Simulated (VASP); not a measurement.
H3C8Cl: single point with PBEsol

Slab: H3C8Cl, a slab with vacuum.

```
H C Cl
1.0
     5.04874    0.00000    0.00000
     2.52437    4.37234    0.00000
     0.00000    0.00000   15.77643
H C Cl
6 16 2
Direct
  0.16667 0.16667 0.06339
  0.66667 0.16667 0.06339
  0.16667 0.66667 0.06339
  0.66667 0.66667 0.06339
  0.99817 0.50640 0.36602
  0.50592 0.49728 0.36502
  0.16667 0.16667 0.13311
  0.66667 0.16667 0.13311
  0.16667 0.66667 0.13311
  0.66667 0.66667 0.13311
  0.83333 0.33333 0.16577
  0.33333 0.33333 0.16577
  0.83333 0.83333 0.16577
  0.33333 0.83333 0.16577
  0.83564 0.33648 0.26386
  0.33322 0.33511 0.26557
  0.83242 0.83797 0.26835
  0.33769 0.83049 0.26227
  0.00911 0.00377 0.29500
  0.49603 0.00271 0.28890
  0.99947 0.50460 0.29598
  0.50447 0.49783 0.29499
  0.11981 0.01139 0.40558
  0.64673 0.01672 0.47403
```

```yaml
Program: VASP 6.6.1
Task: single point
Functional: PBEsol
Potentials_or_basis: VASP PAW PBE potentials, release 64 (H, C, Cl)
Cutoff: 520 eV
k_mesh: 3 × 3 × 1
Occupations: gaussian, width 0.05 eV
Spin: no spin polarisation
```

| Quantity | Value |
| --- | --- |
| Largest force | 1.831 eV/Å |
| Band gap on the k mesh | 0.60 eV, indirect (least direct gap 0.62 eV) |

Forces on the atoms (eV/Å):
```
H    0.012 -0.010 -0.299
H    0.001 -0.001 -0.300
H   -0.049 -0.018 -0.320
H    0.066  0.009 -0.289
H    0.002 -0.002  0.036
H    0.010  0.008  0.041
C    0.004  0.047  1.260
C    0.000  0.017  1.439
C   -0.009 -0.026  1.507
C   -0.019 -0.029  1.418
C    0.203 -0.090 -0.881
C   -0.026 -0.143 -1.119
C    0.181  0.459 -0.755
C    0.085 -0.190 -1.819
C    0.004 -0.001 -0.003
C    0.003  0.009 -0.003
C    0.015 -0.002 -0.007
C   -0.004 -0.004  0.022
C    0.014  0.003  0.122
C    0.025 -0.003  0.010
C    0.007  0.002  0.004
C    0.015  0.004  0.009
Cl  -0.317 -0.001 -0.059
Cl  -0.222 -0.037 -0.016
```

Levels at points of the mesh, in eV from the valence-band top:
| k point | band 38 | band 39 | band 40 | band 41 | band 42 | band 43 | band 44 | band 45 | band 46 | band 47 |
| --- | --- | --- | --- | --- | --- | --- | --- | --- | --- | --- |
| (0.00, 0.00, 0.00) | -1.42 | -0.99 | -0.96 | -0.58 | -0.04 | 0.96 | 2.94 | 3.81 | 5.16 | 5.23 |

It took 2.3 min on 1 thread of Intel(R) Xeon(R) 6975P-C (Granite Rapids), on a shared host, peak memory 0.45 GiB.

Caveat: the k points lie up to 0.48 Å⁻¹ apart; the PAW data sets were made with another functional, which shifts forces and pressure a little.
